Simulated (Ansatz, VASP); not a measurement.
Two plane-wave programs on BAs

```
B As
1.0
     0.00000    2.38850    2.38850
     2.38850    0.00000    2.38850
     2.38850    2.38850    0.00000
B As
1 1
Cartesian
  0.0000 0.0000 0.0000
  1.1943 1.1943 1.1943
```

Alike in both runs: task single point; functional r2SCAN; k mesh 5 × 5 × 5; no spin polarisation.

```csv
,VASP,Ansatz
version,VASP 6.6.1,Ansatz 0.2.0
potentials or method,"VASP PAW PBE potentials, release 64 (B, As)","plane waves, PAW"
plane-wave cutoff (eV),550,500
occupations,"methfessel-paxton of order 1, width 0.1 eV",methfessel-paxton of order 1
valence electrons in the cell,8,18
```

```csv
,VASP,Ansatz,Ansatz less VASP
gap on the k mesh at the Fermi level (eV),1.36,1.36,0.000
```

VASP's potentials were made for PBE, not for r2SCAN. VASP's potentials hold 8 valence electrons a cell and Ansatz's 18, so a difference there can come from the potentials and not from the codes.

The k mesh is coarse, so the values compare programs but aren't converged.
